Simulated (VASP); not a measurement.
SiO2: single point with LDA

Crystal: SiO2.

```
CELL_PARAMETERS angstrom
4.97559 0.00000 0.00000
0.00000 4.97559 0.00000
0.00000 0.00000 6.90089
ATOMIC_POSITIONS crystal
Si 0.80325 0.80325 0.50000
Si 0.69675 0.30325 0.25000
Si 0.30325 0.69675 0.75000
Si 0.19675 0.19675 0.00000
O 0.76176 0.11039 0.43204
O 0.88961 0.23824 0.06796
O 0.11039 0.76176 0.56796
O 0.26176 0.38961 0.81796
O 0.23824 0.88961 0.93204
O 0.73824 0.61039 0.31796
O 0.38961 0.26176 0.18204
O 0.61039 0.73824 0.68204
```

| Property | Result |
| --- | --- |
| Program | VASP 6.6.1 |
| Task | single point |
| Functional | LDA |
| Potentials or basis | VASP PAW LDA potentials, release 64 (Si, O) |
| Cutoff | 520 eV |
| k mesh | 6 × 6 × 4 |
| Occupations | fermi-dirac, width 0.05 eV |
| Spin | no spin polarisation |
| Dipole correction | no |
| Further INCAR settings | ALGO = Normal; EDIFF = 1e-07; NBANDS = 44 |

```
Pressure               : -1.0 GPa
Largest force          : 0.064 eV/Å
Band gap on the k mesh : 5.49 eV, direct
```

Forces on the atoms (eV/Å):
```
Si  -0.013 -0.013  0.000
Si   0.013 -0.013  0.000
Si  -0.013  0.013  0.000
Si   0.013  0.013  0.000
O    0.004 -0.029 -0.057
O    0.029 -0.004  0.057
O   -0.029  0.004  0.057
O    0.004  0.029  0.057
O   -0.004  0.029 -0.057
O   -0.004 -0.029  0.057
O    0.029  0.004 -0.057
O   -0.029 -0.004 -0.057
```

Stress tensor (GPa, compression positive):
```
-1.04  0.00  0.00
 0.00 -1.04  0.00
 0.00  0.00 -0.97
```

Levels at points of the mesh, in eV from the valence-band top:
| k point | band 28 | band 29 | band 30 | band 31 | band 32 | band 33 | band 34 | band 35 | band 36 | band 37 |
| --- | --- | --- | --- | --- | --- | --- | --- | --- | --- | --- |
| (0.00, 0.00, 0.00) | -1.27 | -0.69 | -0.30 | -0.30 | 0.00 | 5.49 | 8.54 | 8.54 | 9.05 | 9.05 |
| (0.50, 0.00, 0.00) | -1.01 | -0.66 | -0.66 | -0.50 | -0.50 | 7.54 | 7.54 | 8.96 | 8.96 | 9.56 |
| (0.50, 0.50, 0.00) | -1.33 | -0.60 | -0.60 | -0.54 | -0.54 | 8.46 | 8.46 | 8.61 | 8.61 | 9.47 |
| (0.00, 0.00, 0.50) | -0.86 | -0.55 | -0.55 | -0.40 | -0.40 | 6.75 | 6.75 | 9.12 | 9.12 | 9.45 |
| (0.50, 0.00, 0.50) | -1.02 | -0.94 | -0.94 | -0.18 | -0.18 | 7.89 | 7.89 | 8.70 | 8.70 | 9.03 |
| (0.50, 0.50, 0.50) | -1.36 | -0.61 | -0.61 | -0.61 | -0.61 | 8.96 | 8.96 | 8.96 | 8.96 | 9.58 |

Run time: 5.2 min on 1 thread of Intel Xeon 6975P-C (shared host), peak memory 0.31 GiB.

A k mesh can miss the band edges. LDA gaps usually lie below the measured ones, often by a third to a half.
